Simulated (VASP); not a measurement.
# TiB2 (P-1) in VASP: single point with PBE

Aim: the single point of TiB2 with PBE.

Everything below comes from runs of VASP 6.6.1. Logs are shortened: lines on timing, memory, paths and dates and some standing lists are left out, and cuts for length are marked.

**1. The cell of the first run**

The typed cell holds 3 atoms: a = 3.030 Å, b = 3.069 Å, c = 3.229 Å, α = 90.62°, β = 91.71°, γ = 121.27°.

**2. Single point, PBE (equal xy, yz and zx shear strains of -3 %)**

INCAR reads:

```
SYSTEM = TiB2
ALGO = Normal
EDIFF = 1E-7
ENCUT = 520
GGA = PE
ISIF = 2
ISMEAR = -1
LASPH = .True.
LCHARG = .True.
LELF = .True.
LREAL = .False.
LVHAR = .True.
LWAVE = .False.
NBANDS = 16
NELM = 80
PREC = Accurate
SIGMA = 0.08
```

KPOINTS reads:

```
k-points
0
Gamma
  15 15 13
  0 0 0
```

POSCAR reads:

```
TiB2
1.0
    3.0291982016     -0.0454379730     -0.0454379730
   -1.5539495397      2.6460815822     -0.0166314524
   -0.0484260000     -0.0484260000      3.2284000000
Ti B
1 2
Direct
    0.0000000000      0.0000000000      0.0000000000
    0.3333333333      0.6666666667      0.5000000000
    0.6666666667      0.3333333333      0.5000000000
```

Potentials or basis: VASP PAW PBE potentials, release 64 (Ti_sv, B).

Run with:

```console
> cat potpaw_PBE.64/Ti_sv/POTCAR potpaw_PBE.64/B/POTCAR > POTCAR
> mpirun -np 1 vasp_std > vasp.out
```

OUTCAR:

```text
SYSTEM = TiB2
   EDIFF = 1E-7
   ENCUT = 520
   GGA = PE
   ISIF = 2
   ISMEAR = -1
   LASPH = .True.
   LREAL = .False.
   NELM = 80
   PREC = Accurate

 ion  position               nearest neighbor table
   1  0.000  0.000  0.000-   3 2.31   2 2.31   3 2.34   2 2.34   2 2.38   3 2.38   2 2.41   3 2.41
                             2 2.41   3 2.41   3 2.42   2 2.42
   2  0.333  0.667  0.500-   3 1.73   3 1.75   3 1.77   1 2.31   1 2.34   1 2.38   1 2.41   1 2.41
                             1 2.42
   3  0.667  0.333  0.500-   2 1.73   2 1.75   2 1.77   1 2.31   1 2.34   1 2.38   1 2.41   1 2.41
                             1 2.42

  LATTYP: Found a triclinic cell.
 ALAT       =     2.9905782735
 B/A-ratio  =     1.0261151964
 C/A-ratio  =     1.0797665244
 COS(alpha) =     0.0107557748
 COS(beta)  =     0.0411893907
 COS(gamma) =     0.5001661615

  Lattice vectors:

 A1 = (  -1.4752486619,  -2.6006436092,   0.0620694254)
 A2 = (   1.5539495397,  -2.6460815822,   0.0166314524)
 A3 = (  -0.0484260000,  -0.0484260000,   3.2284000000)

Analysis of symmetry for initial positions (statically):
=====================================================================
 Subroutine PRICEL returns:
 Original cell was already a primitive cell.

 Routine SETGRP: Setting up the symmetry group for a
 triclinic supercell.

 Subroutine GETGRP returns: Found  2 space group operations
 (whereof  2 operations were pure point group operations)
 out of a pool of  2 trial point group operations.

The static configuration has the point symmetry S_2 .

Analysis of symmetry for dynamics (positions and initial velocities):
=====================================================================
 Subroutine PRICEL returns:
 Original cell was already a primitive cell.

 Routine SETGRP: Setting up the symmetry group for a
 triclinic supercell.

 Subroutine GETGRP returns: Found  2 space group operations
 (whereof  2 operations were pure point group operations)
 out of a pool of  2 trial point group operations.

The dynamic configuration has the point symmetry S_2 .

 Subroutine INISYM returns: Found  2 space group operations
 (whereof  2 operations are pure point group operations),
 and found     1 'primitive' translations

----------------------------------------------------------------------------------------

                                     Primitive cell

  volume of cell :      25.6376

  direct lattice vectors                    reciprocal lattice vectors
     3.029198202 -0.045437973 -0.045437973     0.333175035  0.195711704  0.007933301
    -1.553949540  2.646081582 -0.016631452     0.005807579  0.381364384  0.005807579
    -0.048426000 -0.048426000  3.228400000     0.004719176  0.004719176  0.309892535

  length of vectors
     3.029879695  3.068677812  3.229126308     0.386486238  0.381452815  0.309964393

  position of ions in fractional coordinates (direct lattice)
     0.000000000  0.000000000  0.000000000
     0.333333333  0.666666667  0.500000000
     0.666666667  0.333333333  0.500000000

  ion indices of the primitive-cell ions
   primitive index   ion index
                 1           1
                 2           2
                 3           3

----------------------------------------------------------------------------------------

 KPOINTS: k-points

Automatic generation of k-mesh.
 Grid dimensions read from file:
 generate k-points for:   15   15   13

 Generating k-lattice:

  Cartesian coordinates                     Fractional coordinates (reciprocal lattice)
     0.022211669  0.013047447  0.000528887     0.066666667 -0.000000000  0.000000000
     0.000387172  0.025424292  0.000387172    -0.000000000  0.066666667  0.000000000
     0.000363014  0.000363014  0.023837887     0.000000000 -0.000000000  0.076923077

  Length of vectors
     0.025765749  0.025430188  0.023843415

  Shift w.r.t. Gamma in fractional coordinates (k-lattice)
     0.000000000  0.000000000  0.000000000

 Subroutine IBZKPT returns following result:
 ===========================================

 Found   1463 irreducible k-points:

 Following reciprocal coordinates:
            Coordinates               Weight
  0.000000  0.000000  0.000000      1.000000
  0.066667  0.000000  0.000000      2.000000
  0.133333  0.000000 -0.000000      2.000000
  0.200000  0.000000  0.000000      2.000000
  0.266667  0.000000 -0.000000      2.000000
  0.333333  0.000000  0.000000      2.000000
[... 16 lines left out ...]
 -0.066667  0.066667 -0.000000      2.000000
  0.000000  0.133333 -0.000000      2.000000
 [... further k-points ...]
   k-points           NKPTS =   1463   k-points in BZ     NKDIM =   1463   number of bands    NBANDS=     16
   number of dos      NEDOS =    301   number of ions     NIONS =      3
   total plane-waves  NPLWV =  13824
   dimension x,y,z NGX =    24 NGY =   24 NGZ =   24
   dimension x,y,z NGXF=    48 NGYF=   48 NGZF=   48
   ions per type =               1   2
   NGX,Y,Z   is equivalent  to a cutoff of  13.17, 13.00, 12.36 a.u.
   NGXF,Y,Z  is equivalent  to a cutoff of  26.34, 26.00, 24.71 a.u.
 SYSTEM =  TiB2
   PREC   = accura    normal or accurate (medium, high low for compatibility)
   ISTART =      0    job   : 0-new  1-cont  2-samecut
   ICHARG =      2    charge: 1-file 2-atom 10-const
   ISPIN  =      1    spin polarized calculation?
   LNONCOLLINEAR =      F non collinear calculations
   LSORBIT =      F    spin-orbit coupling
   LASPH  =      T    aspherical Exc in radial PAW
   ENCUT  =  520.0 eV  38.22 Ry    6.18 a.u.   5.63  5.71  6.00*2*pi/ulx,y,z
   NELM   =     80;   NELMIN=  2; NELMDL= -5     # of ELM steps
   EDIFF  = 0.1E-06   stopping-criterion for ELM
   LREAL  =      F    real-space projection
   EDIFFG = 0.1E-05   stopping-criterion for IOM
   NSW    =      0    number of steps for IOM
   IBRION =     -1    ionic relax: 0-MD 1-quasi-New 2-CG
   NFREE  =      0    steps in history (QN), initial steepest desc. (CG)
   ISIF   =      2    stress and relaxation
   ISYM   =      2    0-nonsym 1-usesym 2-fastsym
   POTIM  = 0.5000    time-step for ionic-motion
   TEBEG  =    0.0;   TEEND  =   0.0 temperature during run
   PSTRESS=    0.0 pullay stress
   NELECT =      18.0000    total number of electrons
   NUPDOWN=      -1.0000    fix difference up-down
   EMIN   =  10.00;   EMAX   =-10.00  energy-range for DOS
   EFERMI =   0.00;   METHOD = LEGACY
   ISMEAR =    -1;   SIGMA  =   0.08  broadening in eV -4-tet -1-fermi 0-gaus
   EFERMI_NEDOS =   21; number of points for ismear=-14 and -15
   IALGO  =     38    algorithm
   IMIX   =      4    mixing-type and parameters
     AMIX     =   0.40;   BMIX     =  1.00
     AMIX_MAG =   1.60;   BMIX_MAG =  1.00
  volume/ion in A,a.u.               =       8.55        57.67
  Fermi-wavevector in a.u.,A,eV,Ry     =   1.455034  2.749616 28.805238  2.117125
  Thomas-Fermi vector in A             =   2.572116
   LORBIT       =      0    0 simple, 1 ext, 2 COOP (PROOUT), +10 PAW based schemes
   GGA     = PE    functional components
   LHFCALC =     F    Hartree Fock is set to
   AEXX    =    0.0000 exact exchange contribution
   IVDW    =     0    specifies the selected vdW correction
   LEPSILON=     F    determine dielectric tensor
   LRPA    =     F    only Hartree local field effects (RPA)
 non-spin polarized calculation
  energy-cutoff  :      520.00
  volume of cell :       25.64
 maximum number of plane-waves:       705
   NGX = 11   NGY = 11   NGZ = 11

 number of electron      18.0000002 magnetization

 Free energy of the ion-electron system (eV)
  ---------------------------------------------------
  ext. energy  EPLUGINS =         0.00000000
  ---------------------------------------------------
  free energy    TOTEN  =       -24.37215959 eV

  energy without entropy =      -24.36412010  energy(sigma->0) =      -24.36813984

 E-fermi :  10.0142     XC(G=0): -12.7701

 val. band max:       10.0118666558   @ k =  -0.1333   0.0667   0.3077
 cond. band min:      10.0155981885   @ k =  -0.0667  -0.0000   0.2308
 fundamental gap:      0.0037315327
 Fermi energy:        10.0141858566

 k-point     1 :       0.0000    0.0000    0.0000
  band No.  band energies     occupation
      1     -46.9438      2.00000
      2     -23.2985      2.00000
      3     -23.0030      2.00000
      4     -22.9579      2.00000
      5      -3.5032      2.00000
      6       7.2463      2.00000
[... 8 lines left out ...]
     15      15.9402      0.00000
     16      17.0847      0.00000

 k-point     2 :       0.0667    0.0000    0.0000
  band No.  band energies     occupation
      1     -46.9413      2.00000
      2     -23.2955      2.00000
      3     -23.0086      2.00000
      4     -22.9756      2.00000
      5      -3.4150      2.00000
      6       7.1874      2.00000
[... 8 lines left out ...]
     15      16.2702      0.00000
     16      17.4144      0.00000

 k-point     3 :       0.1333    0.0000   -0.0000
  band No.  band energies     occupation
      1     -46.9342      2.00000
      2     -23.2869      2.00000
      3     -23.0372      2.00000
      4     -23.0124      2.00000
      5      -3.1541      2.00000
      6       6.5980      2.00000
[... 8 lines left out ...]
     15      17.3803      0.00000
     16      18.2745      0.00000

 k-point     4 :       0.2000    0.0000    0.0000
  band No.  band energies     occupation
      1     -46.9236      2.00000
      2     -23.2745      2.00000
      3     -23.1097      2.00000
      4     -23.0352      2.00000
      5      -2.7298      2.00000
      6       5.6675      2.00000
[... 8 lines left out ...]
     15      17.8005      0.00000
     16      18.8135      0.00000
[... 324 lines left out ...]
 k-point    22 :      -0.1333    0.0667    0.0000
  band No.  band energies     occupation
      1     -46.9370      2.00000
      2     -23.2901      2.00000
      3     -23.0425      2.00000
      4     -22.9824      2.00000
      5      -3.2472      2.00000
      6       6.6664      2.00000
[... 8 lines left out ...]
     15      16.9707      0.00000
     16      17.9004      0.00000

 k-point    23 :      -0.0667    0.0667   -0.0000
  band No.  band energies     occupation
      1     -46.9417      2.00000
      2     -23.2958      2.00000
      3     -23.0194      2.00000
      4     -22.9623      2.00000
      5      -3.4196      2.00000
      6       7.0010      2.00000
[... 8 lines left out ...]
     15      16.4337      0.00000
     16      17.2833      0.00000

 k-point    24 :       0.0000    0.1333   -0.0000
  band No.  band energies     occupation
      1     -46.9348      2.00000
      2     -23.2874      2.00000
      3     -23.0539      2.00000
      4     -22.9914      2.00000
      5      -3.1629      2.00000
      6       6.4673      2.00000
[... 8 lines left out ...]
     15      17.3582      0.00000
     16      18.2074      0.00000

 [... further k-points ...]

------------------------ aborting loop because EDIFF is reached ----------------------------------------

  FORCE on cell =-STRESS in cart. coord.  units (eV):
  Direction    XX          YY          ZZ          XY          YZ          ZX
  --------------------------------------------------------------------------------------
  -------------------------------------------------------------------------------------
  Total        0.2552946      0.2302331      0.1140310      1.4682831      1.2909566      1.2929182
  in kB       15.9542022     14.3880237      7.1261707     91.7578448     80.6761315     80.7987153
  external PRESSURE =      12.4894655 kB  Pullay stress =       0.0000000 kB

 VOLUME and BASIS-vectors are now :
 -----------------------------------------------------------------------------
  energy-cutoff  :      520.00
  volume of cell :       25.64
      direct lattice vectors                 reciprocal lattice vectors
     3.029198202 -0.045437973 -0.045437973     0.333175035  0.195711704  0.007933301
    -1.553949540  2.646081582 -0.016631452     0.005807579  0.381364384  0.005807579
    -0.048426000 -0.048426000  3.228400000     0.004719176  0.004719176  0.309892535

 POSITION                                       TOTAL-FORCE (eV/Angst)
 -----------------------------------------------------------------------------------
      0.00000      0.00000      0.00000         0.000000      0.000000      0.000000
     -0.05045      1.72470      1.58797         0.089338      0.012899     -0.011261
      1.47727      0.82752      1.57836        -0.089338     -0.012899      0.011261
 -----------------------------------------------------------------------------------
    total drift:                               -0.000000      0.000000      0.000000

  FREE ENERGIE OF THE ION-ELECTRON SYSTEM (eV)
  ---------------------------------------------------
  free  energy   TOTEN  =       -24.3721595902 eV

  energy  without entropy=      -24.3641200970  energy(sigma->0) =      -24.36813984
```

It took 2.7 min on 1 thread of Intel Xeon 6975P-C (Granite Rapids), shared host; peak memory 0.64 GiB.

Results:

```yaml
Free_energy: -24.3722 eV
Pressure: 1.2 GPa
Largest_force: 0.091 eV/Å
Band_gap_on_the_k_mesh: zero (bands 9 and 10 overlap by 0.40 eV)
```

Forces in eV/Å, atoms in the order of the input:
```
Ti   0.000  0.000  0.000
B    0.089  0.013 -0.011
B   -0.089 -0.013  0.011
```

Stress tensor (GPa, compression positive):
```
1.60 9.18 8.08
9.18 1.44 8.07
8.08 8.07 0.71
```

Caveat: the cell differs from its parent crystal (equal xy, yz and zx shear strains of -3 %).
